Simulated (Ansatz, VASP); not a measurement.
## Two plane-wave programs on BAs

File POSCAR:

```
BAs
1.0
    0.0000000000      2.3838694125      2.3838694125
    2.3838694125      0.0000000000      2.3838694125
    2.3838694125      2.3838694125      0.0000000000
B As
1 1
Direct
    0.0000000000      0.0000000000      0.0000000000
    0.2500000000      0.2500000000      0.2500000000
```

INCAR.step1

```
SYSTEM = BAs
ALGO     = Normal         ! electronic algorithm
EDIFF    = 1E-5           ! SCF threshold, eV
ENCUT    = 520            ! plane-wave cutoff, eV
GGA      = PE             ! functional
ISIF     = 2              ! what is computed and relaxed
ISMEAR   = 0              ! smearing method
LASPH    = .TRUE.         ! aspherical terms in the spheres
LREAL    = .FALSE.        ! projectors in reciprocal space
LWAVE    = .TRUE.         ! write WAVECAR
NBANDS   = 11             ! bands
NELM     = 60             ! most SCF steps
PREC     = Accurate       ! precision mode
SIGMA    = 0.01           ! smearing width, eV
```

The input INCAR.step2:

```
SYSTEM = BAs
ALGO     = Normal         ! electronic algorithm
EDIFF    = 1E-6           ! SCF threshold, eV
ENCUT    = 520            ! plane-wave cutoff, eV
GGA      = PE             ! functional
HFSCREEN = 0.2079         ! screening, 1/A
ISIF     = 2              ! what is computed and relaxed
ISMEAR   = 0              ! smearing method
ISTART   = 1            
LASPH    = .TRUE.         ! aspherical terms in the spheres
LCHARG   = .TRUE.         ! write CHGCAR
LELF     = .TRUE.         ! ELF
LHFCALC  = .TRUE.         ! exact exchange
LREAL    = .FALSE.        ! projectors in reciprocal space
LVHAR    = .TRUE.       
LWAVE    = .FALSE.        ! write WAVECAR
NBANDS   = 11             ! bands
NELM     = 60             ! most SCF steps
PREC     = Accurate       ! precision mode
PRECFOCK = Normal       
SIGMA    = 0.01           ! smearing width, eV
```

KPOINTS

```
k-points
0
G
  6 6 6
  0 0 0
```

Input for Ansatz:

```yaml
crystal:
  lattice:
    - [0.0, 2.3838694125, 2.3838694125]
    - [2.3838694125, 0.0, 2.3838694125]
    - [2.3838694125, 2.3838694125, 0.0]
  atoms:
    - { symbol: B, position: [0.0, 0.0, 0.0] }
    - { symbol: As, position: [0.25, 0.25, 0.25] }
basis:
  ecutwfc: 420
kpoints:
  mp_grid: { grid: [6, 6, 6] }
  band_path:
    path:
      - [0.0, 0.0, 0.0]
      - [0.0, 0.0, 0.0]
      - [0.4013042776, 0.4013042776, 0.0]
      - [0.5, 0.5, 0.5]
    npoints: 1
hamiltonian:
  xc: hse06
  pseudopotentials: { kind: paw, azcp: { folder: soft_1 } }
scf:
  occupations: { method: fixed }
  n_extra_bands: 5
output:
  eigenvalues: true
```

Alike in both runs: task single point; functional HSE06; k mesh 6 × 6 × 6; no spin polarisation.

```csv
,VASP,Ansatz
version,VASP 6.6.1,Ansatz 0.2.0
potentials or method,"VASP PAW PBE potentials, release 64 (B, As), cutoff 520 eV","scalar-relativistic, plane waves, PAW"
occupations,"gaussian, width 0.01 eV",fixed
valence electrons in the cell,8,18
```

```csv
,VASP,Ansatz,Ansatz less VASP
gap on the k mesh at the Fermi level (eV),1.94,1.93,-0.006
least direct gap on the mesh (eV),4.12,4.12,+0.003
```

VASP's potentials hold 8 valence electrons a cell and Ansatz's 18, so a difference there can come from the potentials and not from the codes.
